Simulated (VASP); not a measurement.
Write the native input for VASP 6.6.1 that does the following.

```
Task                   : single point
Functional             : PBE
Potentials or basis    : VASP PAW PBE potentials, release 64 (Sr_sv, Cu, S, O)
Cutoff                 : 520 eV
k mesh                 : 7 × 7 × 4
Occupations            : fermi-dirac, width 0.05 eV
Spin                   : no spin polarisation
Dipole correction      : no
Further INCAR settings : ALGO = Normal; EDIFF = 1e-06; NBANDS = 34
```

The structure of Sr2CuSO2 lies in POSCAR:

```
Sr2CuSO2
1.0
    3.8496021699      0.0000000000      0.0000000000
    0.0000000000      3.8496021699      0.0000000000
    0.0000000000      0.0000000000      6.7882783291
Sr Cu S O
2 1 1 2
Direct
    0.0000000000      0.0000000000      0.7508430000
    0.0000000000      0.0000000000      0.2491570000
    0.5000000000      0.5000000000      0.0000000000
    0.5000000000      0.5000000000      0.5000000000
    0.5000000000      0.0000000000      0.0000000000
    0.0000000000      0.5000000000      0.0000000000
```

The input as run:

INCAR

```
PREC = Accurate ; ENCUT = 520
EDIFF = 1E-6 ; ISMEAR = -1
SIGMA = 0.05 ; LREAL = False
LASPH = True ; NELM = 80
ALGO = Normal ; ISIF = 2
LWAVE = False ; LCHARG = True
GGA = PE ; LELF = True
LVHAR = True ; NBANDS = 34
```

KPOINTS

```
Automatic mesh
0
Gamma
  7 7 4
```

Potentials or basis: VASP PAW PBE potentials, release 64 (Sr_sv, Cu, S, O).

Command:

```sh
$ cat potpaw_PBE.64/Sr_sv/POTCAR potpaw_PBE.64/Cu/POTCAR potpaw_PBE.64/S/POTCAR potpaw_PBE.64/O/POTCAR > POTCAR
$ mpirun -np 1 vasp_std > vasp.out
```

It gave:

```
Pressure      : 4.1 GPa
Largest force : 0.181 eV/Å
```

Caveat: an odd number of electrons without spin polarisation forces a metal; a magnetic or distorted state may lie lower.

It took 2.1 min on 1 thread of Intel Xeon 6975P-C (shared host), peak memory 0.27 GiB.
